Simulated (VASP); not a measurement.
# Hg (P3_121) in VASP: relaxation of cell and atoms with PBEsol

Aim: the relaxation of cell and atoms of Hg with PBEsol.

Everything below comes from runs of VASP 6.6.1. Logs are shortened: lines on timing, memory, paths and dates and some standing lists are left out, and cuts for length are marked.

## 1. The cell of the first run

It takes space group P3_121 (No. 152, trigonal). The conventional cell has a = 4.622 Å, b = 4.622 Å, c = 5.244 Å, α = 90.00°, β = 90.00°, γ = 120.00°. Within 3.3 Å of Hg (site symmetry 2) lie 2 Hg at 2.51 Å.

## 2. Relaxation of cell and atoms, PBEsol

File INCAR:

```
SYSTEM = Hg
ALGO = Normal
EDIFF = 1E-7
EDIFFG = -0.04
ENCUT = 500
GGA = PS
GGA_COMPAT = .FALSE.
IBRION = 2
ISIF = 3
ISMEAR = 0
LASPH = .TRUE.
LCHARG = .FALSE.
LREAL = .FALSE.
LWAVE = .FALSE.
NELM = 120
NELMIN = 4
NSW = 90
PREC = Accurate
SIGMA = 0.1
```

File KPOINTS:

```
k-points
0
G
  6 6 4
  0 0 0
```

File POSCAR:

```
Hg
1.0
    4.6224968615      0.0000000000      0.0000000000
   -2.3112484308      4.0031997110      0.0000000000
    0.0000000000      0.0000000000      5.2443774268
Hg
3
Direct
    0.2254000000      0.0000000000      0.3333333333
    0.0000000000      0.2254000000      0.6666666667
    0.7746000000      0.7746000000      0.0000000000
```

Potentials or basis: VASP PAW PBE potentials, release 64 (Hg_sv_GW).

On the command line:

```bash
> cat potpaw_PBE.64/Hg_sv_GW/POTCAR > POTCAR
> mpirun -np 1 vasp_std > vasp.out
```

OUTCAR:

```text
SYSTEM = Hg
   EDIFF = 1E-7
   EDIFFG = -0.04
   ENCUT = 500
   GGA = PS
   IBRION = 2
   ISIF = 3
   ISMEAR = 0
   LASPH = .TRUE.
   LREAL = .FALSE.
   NELM = 120
   NELMIN = 4
   NSW = 90
   PREC = Accurate

 ion  position               nearest neighbor table
   1  0.225  0.000  0.333-   3 2.51   2 2.51
   2  0.000  0.225  0.667-   3 2.51   1 2.51
   3  0.775  0.775  0.000-   1 2.51   2 2.51

  LATTYP: Found a hexagonal cell.
 ALAT       =     4.6224968615
 C/A-ratio  =     1.1345334749

  Lattice vectors:

 A1 = (   4.6224968615,   0.0000000000,   0.0000000000)
 A2 = (  -2.3112484308,   4.0031997110,   0.0000000000)
 A3 = (   0.0000000000,   0.0000000000,   5.2443774268)

Analysis of symmetry for initial positions (statically):
=====================================================================
 Subroutine PRICEL returns:
 Original cell was already a primitive cell.

 Routine SETGRP: Setting up the symmetry group for a
 hexagonal supercell.

 Subroutine GETGRP returns: Found  6 space group operations
 (whereof  2 operations were pure point group operations)
 out of a pool of 24 trial point group operations.

The static configuration has the point symmetry C_2 .
 The point group associated with its full space group is D_3 .

Analysis of symmetry for dynamics (positions and initial velocities):
=====================================================================
 Subroutine PRICEL returns:
 Original cell was already a primitive cell.

 Routine SETGRP: Setting up the symmetry group for a
 hexagonal supercell.

 Subroutine GETGRP returns: Found  6 space group operations
 (whereof  2 operations were pure point group operations)
 out of a pool of 24 trial point group operations.

The dynamic configuration has the point symmetry C_2 .
 The point group associated with its full space group is D_3 .

 Subroutine INISYM returns: Found  6 space group operations
 (whereof  2 operations are pure point group operations),
 and found     1 'primitive' translations

----------------------------------------------------------------------------------------

                                     Primitive cell

  volume of cell :      97.0460

  direct lattice vectors                    reciprocal lattice vectors
     4.622496862  0.000000000  0.000000000     0.216333300  0.124900089  0.000000000
    -2.311248431  4.003199711  0.000000000     0.000000000  0.249800178  0.000000000
     0.000000000  0.000000000  5.244377427     0.000000000  0.000000000  0.190680403

  length of vectors
     4.622496862  4.622496862  5.244377427     0.249800178  0.249800178  0.190680403

  position of ions in fractional coordinates (direct lattice)
     0.225400000  0.000000000  0.333333333
     1.000000000  0.225400000  0.666666667
     0.774600000  0.774600000  0.000000000

  ion indices of the primitive-cell ions
   primitive index   ion index
                 1           1
                 2           2
                 3           3

----------------------------------------------------------------------------------------

 KPOINTS: k-points

Automatic generation of k-mesh.
 Grid dimensions read from file:
 generate k-points for:    6    6    4

 Generating k-lattice:

  Cartesian coordinates                     Fractional coordinates (reciprocal lattice)
     0.036055550  0.020816681  0.000000000     0.166666667 -0.000000000  0.000000000
     0.000000000  0.041633363  0.000000000     0.000000000  0.166666667  0.000000000
     0.000000000  0.000000000  0.047670101     0.000000000  0.000000000  0.250000000

  Length of vectors
     0.041633363  0.041633363  0.047670101

  Shift w.r.t. Gamma in fractional coordinates (k-lattice)
     0.000000000  0.000000000  0.000000000

 Subroutine IBZKPT returns following result:
 ===========================================

 Found     24 irreducible k-points:

 Following reciprocal coordinates:
            Coordinates               Weight
  0.000000  0.000000  0.000000      1.000000
  0.166667  0.000000  0.000000      6.000000
  0.333333  0.000000  0.000000      6.000000
  0.500000  0.000000  0.000000      3.000000
  0.166667  0.166667  0.000000      6.000000
  0.333333  0.166667  0.000000     12.000000
[... 16 lines left out ...]
  0.333333  0.166667  0.500000     12.000000
  0.333333  0.333333  0.500000      2.000000
   k-points           NKPTS =     24   k-points in BZ     NKDIM =     24   number of bands    NBANDS=     36
   number of dos      NEDOS =    301   number of ions     NIONS =      3
   total plane-waves  NPLWV =  51840
   dimension x,y,z NGX =    36 NGY =   36 NGZ =   40
   dimension x,y,z NGXF=    72 NGYF=   72 NGZF=   80
   ions per type =               3
   NGX,Y,Z   is equivalent  to a cutoff of  12.95, 12.95, 12.68 a.u.
   NGXF,Y,Z  is equivalent  to a cutoff of  25.89, 25.89, 25.36 a.u.
 SYSTEM =  Hg
   PREC   = accura    normal or accurate (medium, high low for compatibility)
   ISTART =      0    job   : 0-new  1-cont  2-samecut
   ICHARG =      2    charge: 1-file 2-atom 10-const
   ISPIN  =      1    spin polarized calculation?
   LNONCOLLINEAR =      F non collinear calculations
   LSORBIT =      F    spin-orbit coupling
   LASPH  =      T    aspherical Exc in radial PAW
   ENCUT  =  500.0 eV  36.75 Ry    6.06 a.u.   8.43  8.43  9.56*2*pi/ulx,y,z
   NELM   =    120;   NELMIN=  4; NELMDL= -5     # of ELM steps
   EDIFF  = 0.1E-06   stopping-criterion for ELM
   LREAL  =      F    real-space projection
   EDIFFG = -.4E-01   stopping-criterion for IOM
   NSW    =     90    number of steps for IOM
   IBRION =      2    ionic relax: 0-MD 1-quasi-New 2-CG
   NFREE  =      1    steps in history (QN), initial steepest desc. (CG)
   ISIF   =      3    stress and relaxation
   ISYM   =      2    0-nonsym 1-usesym 2-fastsym
   POTIM  = 0.5000    time-step for ionic-motion
   TEBEG  =    0.0;   TEEND  =   0.0 temperature during run
   PSTRESS=    0.0 pullay stress
   NELECT =      60.0000    total number of electrons
   NUPDOWN=      -1.0000    fix difference up-down
   EMIN   =  10.00;   EMAX   =-10.00  energy-range for DOS
   EFERMI =   0.00;   METHOD = LEGACY
   ISMEAR =     0;   SIGMA  =   0.10  broadening in eV -4-tet -1-fermi 0-gaus
   EFERMI_NEDOS =   21; number of points for ismear=-14 and -15
   IALGO  =     38    algorithm
   IMIX   =      4    mixing-type and parameters
     AMIX     =   0.40;   BMIX     =  1.00
     AMIX_MAG =   1.60;   BMIX_MAG =  1.00
  volume/ion in A,a.u.               =      32.35       218.30
  Fermi-wavevector in a.u.,A,eV,Ry     =   1.394652  2.635511 26.464084  1.945055
  Thomas-Fermi vector in A             =   2.518181
   LORBIT       =      0    0 simple, 1 ext, 2 COOP (PROOUT), +10 PAW based schemes
   GGA     = PS    functional components
   LHFCALC =     F    Hartree Fock is set to
   AEXX    =    0.0000 exact exchange contribution
   IVDW    =     0    specifies the selected vdW correction
   LEPSILON=     F    determine dielectric tensor
   LRPA    =     F    only Hartree local field effects (RPA)
 conjugate gradient relaxation of ions
 non-spin polarized calculation
 Gauss-broadening in eV      SIGMA  =   0.10
  energy-cutoff  :      500.00
  volume of cell :       97.05
 maximum number of plane-waves:      2485
 NGX is ok and might be reduce to    36
   NGX = 17   NGY = 17   NGZ = 19

--------------------------------------- Ionic step        1  -------------------------------------------

 number of electron      60.0000004 magnetization

 Free energy of the ion-electron system (eV)
  ---------------------------------------------------
  ext. energy  EPLUGINS =         0.00000000
  ---------------------------------------------------
  free energy    TOTEN  =        -0.03787410 eV

  energy without entropy =       -0.03155611  energy(sigma->0) =       -0.03471510

------------------------ aborting loop because EDIFF is reached ----------------------------------------

  FORCE on cell =-STRESS in cart. coord.  units (eV):
  Direction    XX          YY          ZZ          XY          YZ          ZX
  --------------------------------------------------------------------------------------
  -------------------------------------------------------------------------------------
  Total        1.6934421      1.6934421      6.9112486     -0.0000000      0.0000000      0.0000000
  in kB       27.9578081     27.9578081    114.1009537     -0.0000000      0.0000000      0.0000000
  external PRESSURE =      56.6721900 kB  Pullay stress =       0.0000000 kB
[... 92 lines left out ...]
  FREE ENERGIE OF THE ION-ELECTRON SYSTEM (eV)
  ---------------------------------------------------
  free  energy   TOTEN  =        -0.7837611549 eV

  energy  without entropy=       -0.7797836068  energy(sigma->0) =       -0.78177238

 E-fermi :   2.6420     XC(G=0):  -9.3070

 val. band max:        2.4868832977   @ k =   0.3333   0.1667   0.5000
 cond. band min:       2.6688349313   @ k =  -0.1667   0.5000   0.2500
 fundamental gap:      0.1819516336
 Fermi energy:         2.6419887091

 k-point     1 :       0.0000    0.0000    0.0000
  band No.  band energies     occupation
      1    -112.1049      2.00000
      2    -112.1017      2.00000
      3    -112.1017      2.00000
      4     -60.4443      2.00000
      5     -60.4443      2.00000
      6     -60.4293      2.00000
[... 925 lines left out ...]
     35      11.2135      0.00000
     36      11.2135      0.00000

 E-fermi :  11.5338     XC(G=0): -13.8112

 val. band max:       11.4707062483   @ k =   0.3333   0.0000   0.0000
 cond. band min:      11.5471698625   @ k =  -0.1667   0.5000   0.2500
 fundamental gap:      0.0764636141
 Fermi energy:        11.5337690534

 k-point     1 :       0.0000    0.0000    0.0000
  band No.  band energies     occupation
      1    -105.2808      2.00000
      2    -105.2415      2.00000
      3    -105.2415      2.00000
      4     -53.7373      2.00000
      5     -53.7373      2.00000
      6     -53.6663      2.00000
[... 925 lines left out ...]
     35      23.0245      0.00000
     36      23.0245      0.00000

 E-fermi :   6.2723     XC(G=0): -11.5886

 val. band max:        5.9315509152   @ k =   0.5000   0.0000   0.2500
 cond. band min:       6.3199792353   @ k =   0.1667   0.1667   0.2500
 fundamental gap:      0.3884283202
 Fermi energy:         6.2722856877

 k-point     1 :       0.0000    0.0000    0.0000
  band No.  band energies     occupation
      1    -109.1354      2.00000
      2    -109.1283      2.00000
      3    -109.1283      2.00000
      4     -57.4636      2.00000
      5     -57.4636      2.00000
      6     -57.4452      2.00000
[... 925 lines left out ...]
     35      16.6931      0.00000
     36      16.7999      0.00000

[... ionic steps 4 to 28 ...]

--------------------------------------- Ionic step       29  -------------------------------------------

 number of electron      59.9999991 magnetization

------------------------ aborting loop because EDIFF is reached ----------------------------------------
[... 69 lines left out ...]
--------------------------------------- Ionic step       31  -------------------------------------------

 number of electron      59.9999991 magnetization

 Free energy of the ion-electron system (eV)
  ---------------------------------------------------
  ext. energy  EPLUGINS =         0.00000000
  ---------------------------------------------------
  free energy    TOTEN  =        -1.84320777 eV

  energy without entropy =       -1.84085255  energy(sigma->0) =       -1.84203016

 E-fermi :   4.9718     XC(G=0): -11.0211

 val. band max:        4.6678927125   @ k =   0.1667   0.1667   0.2500
 cond. band min:       4.9718499342   @ k =   0.3333   0.0000   0.0000
 fundamental gap:      0.3039572217
 Fermi energy:         4.9718232861

 k-point     1 :       0.0000    0.0000    0.0000
  band No.  band energies     occupation
      1    -109.9658      2.00000
      2    -109.9617      2.00000
      3    -109.9617      2.00000
      4     -58.2613      2.00000
      5     -58.2612      2.00000
      6     -58.2612      2.00000
[... 955 lines left out ...]
  FREE ENERGIE OF THE ION-ELECTRON SYSTEM (eV)
  ---------------------------------------------------
  free  energy   TOTEN  =        -1.8432077744 eV

  energy  without entropy=       -1.8408525524  energy(sigma->0) =       -1.84203016

 reached required accuracy - stopping structural energy minimisation
```

It took 30 min on 1 thread of Intel Xeon 6975P-C (Granite Rapids), shared host; peak memory 0.28 GiB.

What came out:

```
Free energy                           : -1.8432 eV
Relaxed volume                        : 25.40 Å³/atom
Relaxed cell                          : a = 4.204 Å, b = 4.204 Å, c = 4.978 Å, α = 90.00°, β = 90.00°, γ = 120.00°
Space group after relaxing (to 0.1 Å) : R-3m (No. 166)
Pressure after relaxing               : 0.0 GPa
Band gap on the k mesh                : zero (bands 30 and 31 overlap by 6.69 eV)
```

Final structure:
```yaml
crystal:
  lattice:
    - [4.20418, 0.00000, 0.00000]
    - [-2.10209, 3.64093, 0.00000]
    - [0.00000, 0.00000, 4.97827]
  atoms:
    - { symbol: Hg, position: [0.33341, 0.00000, 0.33333] }
    - { symbol: Hg, position: [0.00000, 0.33341, 0.66667] }
    - { symbol: Hg, position: [0.66659, 0.66659, 0.00000] }
```

Caveat: the volume moved by over 15 % at a fixed basis, so the end points are rough; the PAW data sets were made with another functional, which shifts forces and pressure a little; spin-orbit coupling is left out, which moves the levels of the heavy elements.
